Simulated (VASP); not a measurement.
# Bi2Se3 (R-3m) in VASP: further runs

Aim: see how the results for Bi2Se3 move with the level of theory and the settings. Levels: LDA, RPBE, PBEsol, r2SCAN. Tasks: single point.

All numbers are computed with VASP 6.6.1; they aren't measurements. Logs are shortened: lines on timing, memory, paths and dates and some standing lists are left out, and cuts for length are marked.

## (1) The cell of the first run

The structure is trigonal, space group R-3m (No. 166). Conventional cell: a = 4.224 Å, b = 4.224 Å, c = 29.198 Å, α = 90.00°, β = 90.00°, γ = 120.00°. Bi (site symmetry 3m) has 6 Se at 2.91 to 3.14 Å within 3.8 Å. Se (site symmetry 3m) has 3 Bi at 2.91 Å and 3 Se at 3.59 Å within 3.8 Å. Se (site symmetry -3m) has 6 Bi at 3.14 Å and 12 Se at 4.22 to 4.31 Å within 4.4 Å.

## (2) Single point, LDA

INCAR reads:

```
SYSTEM = Bi2Se3
PREC = Accurate
ENCUT = 520
EDIFF = 1E-6
ISMEAR = -1
SIGMA = 0.05
LREAL = .False.
LASPH = .True.
NELM = 60
ALGO = Normal
ISIF = 2
LWAVE = .False.
LCHARG = .True.
GGA = CA
LELF = .True.
LVHAR = .True.
NBANDS = 32
```

KPOINTS reads:

```
Automatic mesh
0
Gamma
  8 8 8
  0 0 0
```

POSCAR reads:

```
Bi2Se3
1.0
    2.1121279616      1.2194376472      9.7325442609
   -2.1121279616      1.2194376472      9.7325442609
    0.0000000000     -2.4388752945      9.7325442609
Bi Se
2 3
Direct
    0.5992000000      0.5992000000      0.5992000000
    0.4008000000      0.4008000000      0.4008000000
    0.7883000000      0.7883000000      0.7883000000
    0.2117000000      0.2117000000      0.2117000000
    0.0000000000      0.0000000000      0.0000000000
```

Potentials or basis: VASP PAW LDA potentials, release 64 (Bi_d, Se).

On the command line:

```sh
$ cat potpaw_LDA.64/Bi_d/POTCAR potpaw_LDA.64/Se/POTCAR > POTCAR
$ mpirun -np 1 vasp_std > vasp.out
```

OUTCAR:

```text
SYSTEM = Bi2Se3
   PREC = Accurate
   ENCUT = 520
   EDIFF = 1E-6
   ISMEAR = -1
   LREAL = .False.
   LASPH = .True.
   NELM = 60
   ISIF = 2
   GGA = CA

 ion  position               nearest neighbor table
   1  0.599  0.599  0.599-   4 2.91   4 2.91   4 2.91   5 3.14   5 3.14   5 3.14
   2  0.401  0.401  0.401-   3 2.91   3 2.91   3 2.91   5 3.14   5 3.14   5 3.14
   3  0.788  0.788  0.788-   2 2.91   2 2.91   2 2.91
   4  0.212  0.212  0.212-   1 2.91   1 2.91   1 2.91
   5  0.000  0.000  0.000-   1 3.14   1 3.14   2 3.14   2 3.14   1 3.14   2 3.14

  LATTYP: Found a trigonal (rhomboedric) cell.
 ALAT       =    10.0334705108
 COS(alpha) =     0.9113725833

  Lattice vectors:

 A1 = (   2.1121279616,   1.2194376472,   9.7325442609)
 A2 = (  -2.1121279616,   1.2194376472,   9.7325442609)
 A3 = (   0.0000000000,  -2.4388752945,   9.7325442609)

Analysis of symmetry for initial positions (statically):
=====================================================================
 Subroutine PRICEL returns:
 Original cell was already a primitive cell.

 Routine SETGRP: Setting up the symmetry group for a
 trigonal (rhombohedral) supercell.

 Subroutine GETGRP returns: Found 12 space group operations
 (whereof 12 operations were pure point group operations)
 out of a pool of 12 trial point group operations.

The static configuration has the point symmetry D_3d.

Analysis of symmetry for dynamics (positions and initial velocities):
=====================================================================
 Subroutine PRICEL returns:
 Original cell was already a primitive cell.

 Routine SETGRP: Setting up the symmetry group for a
 trigonal (rhombohedral) supercell.

 Subroutine GETGRP returns: Found 12 space group operations
 (whereof 12 operations were pure point group operations)
 out of a pool of 12 trial point group operations.

The dynamic configuration has the point symmetry D_3d.

 Subroutine INISYM returns: Found 12 space group operations
 (whereof 12 operations are pure point group operations),
 and found     1 'primitive' translations

----------------------------------------------------------------------------------------

                                     Primitive cell

  volume of cell :     150.4033

  direct lattice vectors                    reciprocal lattice vectors
     2.112127962  1.219437647  9.732544261     0.236728081  0.136675022  0.034249352
    -2.112127962  1.219437647  9.732544261    -0.236728081  0.136675022  0.034249352
     0.000000000 -2.438875294  9.732544261     0.000000000 -0.273350043  0.034249352

  length of vectors
    10.033470511 10.033470511 10.033470511     0.275487321  0.275487321  0.275487321

  position of ions in fractional coordinates (direct lattice)
     0.599200000  0.599200000  0.599200000
     0.400800000  0.400800000  0.400800000
     0.788300000  0.788300000  0.788300000
     0.211700000  0.211700000  0.211700000
     0.000000000  0.000000000  0.000000000

  ion indices of the primitive-cell ions
   primitive index   ion index
                 1           1
                 2           2
                 3           3
                 4           4
                 5           5

----------------------------------------------------------------------------------------

 KPOINTS: Automatic mesh

Automatic generation of k-mesh.
 Grid dimensions read from file:
 generate k-points for:    8    8    8

 Generating k-lattice:

  Cartesian coordinates                     Fractional coordinates (reciprocal lattice)
     0.029591010  0.017084378  0.004281169     0.125000000  0.000000000  0.000000000
    -0.029591010  0.017084378  0.004281169     0.000000000  0.125000000  0.000000000
     0.000000000 -0.034168755  0.004281169    -0.000000000 -0.000000000  0.125000000

  Length of vectors
     0.034435915  0.034435915  0.034435915

  Shift w.r.t. Gamma in fractional coordinates (k-lattice)
     0.000000000  0.000000000  0.000000000

 Subroutine IBZKPT returns following result:
 ===========================================

 Found     65 irreducible k-points:

 Following reciprocal coordinates:
            Coordinates               Weight
  0.000000  0.000000  0.000000      1.000000
  0.125000 -0.000000  0.000000      6.000000
  0.250000 -0.000000  0.000000      6.000000
  0.375000 -0.000000 -0.000000      6.000000
  0.500000 -0.000000  0.000000      3.000000
  0.125000  0.125000  0.000000      6.000000
[... 16 lines left out ...]
  0.250000  0.125000  0.125000      6.000000
  0.375000  0.125000  0.125000      6.000000
 [... further k-points ...]
   k-points           NKPTS =     65   k-points in BZ     NKDIM =     65   number of bands    NBANDS=     32
   number of dos      NEDOS =    301   number of ions     NIONS =      5
   total plane-waves  NPLWV = 512000
   dimension x,y,z NGX =    80 NGY =   80 NGZ =   80
   dimension x,y,z NGXF=   160 NGYF=  160 NGZF=  160
   ions per type =               2   3
   NGX,Y,Z   is equivalent  to a cutoff of  13.26, 13.26, 13.26 a.u.
   NGXF,Y,Z  is equivalent  to a cutoff of  26.51, 26.51, 26.51 a.u.
 SYSTEM =  Bi2Se3
   PREC   = accura    normal or accurate (medium, high low for compatibility)
   ISTART =      0    job   : 0-new  1-cont  2-samecut
   ICHARG =      2    charge: 1-file 2-atom 10-const
   ISPIN  =      1    spin polarized calculation?
   LNONCOLLINEAR =      F non collinear calculations
   LSORBIT =      F    spin-orbit coupling
   LASPH  =      T    aspherical Exc in radial PAW
   ENCUT  =  520.0 eV  38.22 Ry    6.18 a.u.  18.66 18.66 18.66*2*pi/ulx,y,z
   NELM   =     60;   NELMIN=  2; NELMDL= -5     # of ELM steps
   EDIFF  = 0.1E-05   stopping-criterion for ELM
   LREAL  =      F    real-space projection
   EDIFFG = 0.1E-04   stopping-criterion for IOM
   NSW    =      0    number of steps for IOM
   IBRION =     -1    ionic relax: 0-MD 1-quasi-New 2-CG
   NFREE  =      0    steps in history (QN), initial steepest desc. (CG)
   ISIF   =      2    stress and relaxation
   ISYM   =      2    0-nonsym 1-usesym 2-fastsym
   POTIM  = 0.5000    time-step for ionic-motion
   TEBEG  =    0.0;   TEEND  =   0.0 temperature during run
   PSTRESS=    0.0 pullay stress
   NELECT =      48.0000    total number of electrons
   NUPDOWN=      -1.0000    fix difference up-down
   EMIN   =  10.00;   EMAX   =-10.00  energy-range for DOS
   EFERMI =   0.00;   METHOD = LEGACY
   ISMEAR =    -1;   SIGMA  =   0.05  broadening in eV -4-tet -1-fermi 0-gaus
   EFERMI_NEDOS =   21; number of points for ismear=-14 and -15
   IALGO  =     38    algorithm
   IMIX   =      4    mixing-type and parameters
     AMIX     =   0.40;   BMIX     =  1.00
     AMIX_MAG =   1.60;   BMIX_MAG =  1.00
  volume/ion in A,a.u.               =      30.08       202.99
  Fermi-wavevector in a.u.,A,eV,Ry     =   1.118758  2.114146 17.029312  1.251619
  Thomas-Fermi vector in A             =   2.255392
   LORBIT       =      0    0 simple, 1 ext, 2 COOP (PROOUT), +10 PAW based schemes
   GGA     = CA    functional components
   LHFCALC =     F    Hartree Fock is set to
   AEXX    =    0.0000 exact exchange contribution
   IVDW    =     0    specifies the selected vdW correction
   LEPSILON=     F    determine dielectric tensor
   LRPA    =     F    only Hartree local field effects (RPA)
 non-spin polarized calculation
  energy-cutoff  :      520.00
  volume of cell :      150.40
 maximum number of plane-waves:      4075
 NGX is ok and might be reduce to    80
   NGX = 37   NGY = 37   NGZ = 37

 number of electron      48.0000003 magnetization

 Free energy of the ion-electron system (eV)
  ---------------------------------------------------
  ext. energy  EPLUGINS =         0.00000000
  ---------------------------------------------------
  free energy    TOTEN  =       -23.22492822 eV

  energy without entropy =      -23.22458329  energy(sigma->0) =      -23.22475575

 E-fermi :   4.2115     XC(G=0):  -9.5449

 val. band max:        4.1405597674   @ k =   0.0000   0.0000   0.0000
 cond. band min:       4.2710431439   @ k =   0.0000   0.0000   0.0000
 fundamental gap:      0.1304833765
 Fermi energy:         4.2115303088

 k-point     1 :       0.0000    0.0000    0.0000
  band No.  band energies     occupation
      1     -18.8271      2.00000
      2     -18.8271      2.00000
      3     -18.8258      2.00000
      4     -18.8258      2.00000
      5     -18.8190      2.00000
      6     -18.8170      2.00000
[... 24 lines left out ...]
     31      10.0320      0.00000
     32      10.8283      0.00000

 k-point     2 :       0.1250   -0.0000    0.0000
  band No.  band energies     occupation
      1     -18.8287      2.00000
      2     -18.8271      2.00000
      3     -18.8243      2.00000
      4     -18.8229      2.00000
      5     -18.8172      2.00000
      6     -18.8152      2.00000
[... 24 lines left out ...]
     31       9.6804      0.00000
     32      10.2314      0.00000

 k-point     3 :       0.2500   -0.0000    0.0000
  band No.  band energies     occupation
      1     -18.8335      2.00000
      2     -18.8312      2.00000
      3     -18.8185      2.00000
      4     -18.8171      2.00000
      5     -18.8171      2.00000
      6     -18.8137      2.00000
[... 24 lines left out ...]
     31       8.8264      0.00000
     32      10.3759      0.00000

 k-point     4 :       0.3750   -0.0000   -0.0000
  band No.  band energies     occupation
      1     -18.8392      2.00000
      2     -18.8359      2.00000
      3     -18.8202      2.00000
      4     -18.8167      2.00000
      5     -18.8165      2.00000
      6     -18.8139      2.00000
[... 654 lines left out ...]
     31      10.0361      0.00000
     32      10.7125      0.00000

 k-point    23 :       0.2500    0.1250    0.1250
  band No.  band energies     occupation
      1     -18.8287      2.00000
      2     -18.8271      2.00000
      3     -18.8243      2.00000
      4     -18.8229      2.00000
      5     -18.8172      2.00000
      6     -18.8153      2.00000
[... 24 lines left out ...]
     31       9.6524      0.00000
     32      10.4010      0.00000

 k-point    24 :       0.3750    0.1250    0.1250
  band No.  band energies     occupation
      1     -18.8335      2.00000
      2     -18.8312      2.00000
      3     -18.8184      2.00000
      4     -18.8171      2.00000
      5     -18.8171      2.00000
      6     -18.8137      2.00000
[... 24 lines left out ...]
     31       8.9157      0.00000
     32      10.4401      0.00000

 [... further k-points ...]

------------------------ aborting loop because EDIFF is reached ----------------------------------------

  FORCE on cell =-STRESS in cart. coord.  units (eV):
  Direction    XX          YY          ZZ          XY          YZ          ZX
  --------------------------------------------------------------------------------------
  -------------------------------------------------------------------------------------
  Total       -4.4342565     -4.4342565     -4.4766217      0.0000000      0.0000000     -0.0000000
  in kB      -47.2360888    -47.2360888    -47.6873854      0.0000000      0.0000000     -0.0000000
  external PRESSURE =     -47.3865210 kB  Pullay stress =       0.0000000 kB

 VOLUME and BASIS-vectors are now :
 -----------------------------------------------------------------------------
  energy-cutoff  :      520.00
  volume of cell :      150.40
      direct lattice vectors                 reciprocal lattice vectors
     2.112127962  1.219437647  9.732544261     0.236728081  0.136675022  0.034249352
    -2.112127962  1.219437647  9.732544261    -0.236728081  0.136675022  0.034249352
     0.000000000 -2.438875294  9.732544261     0.000000000 -0.273350043  0.034249352

 POSITION                                       TOTAL-FORCE (eV/Angst)
 -----------------------------------------------------------------------------------
      0.00000     -0.00000     17.49522         0.000000      0.000000     -0.028334
      0.00000     -0.00000     11.70241         0.000000     -0.000000      0.028334
      0.00000     -0.00000     23.01649         0.000000      0.000000     -0.391922
      0.00000     -0.00000      6.18114         0.000000     -0.000000      0.391922
      0.00000      0.00000      0.00000         0.000000      0.000000     -0.000000
 -----------------------------------------------------------------------------------
    total drift:                                0.000000      0.000000     -0.000000

  FREE ENERGIE OF THE ION-ELECTRON SYSTEM (eV)
  ---------------------------------------------------
  free  energy   TOTEN  =       -23.2249282202 eV

  energy  without entropy=      -23.2245832897  energy(sigma->0) =      -23.22475575
```

Run time: 13 min. Hardware: 1 thread of Intel Xeon 6975P-C (Granite Rapids), shared host; peak memory 0.8 GiB.

Results:

```
Free energy            : -23.2249 eV
Pressure               : -4.7 GPa
Largest force          : 0.392 eV/Å
Band gap on the k mesh : 0.13 eV
```

Forces in eV/Å, atoms in the order of the input:
```
Bi   0.000  0.000 -0.028
Bi   0.000  0.000  0.028
Se   0.000  0.000 -0.392
Se   0.000  0.000  0.392
Se   0.000  0.000  0.000
```

Caveat: the cell stands under tension; spin-orbit coupling is left out, which moves the levels of the heavy elements. A k mesh can miss the band edges.

(Continued in part 2 of 3.)
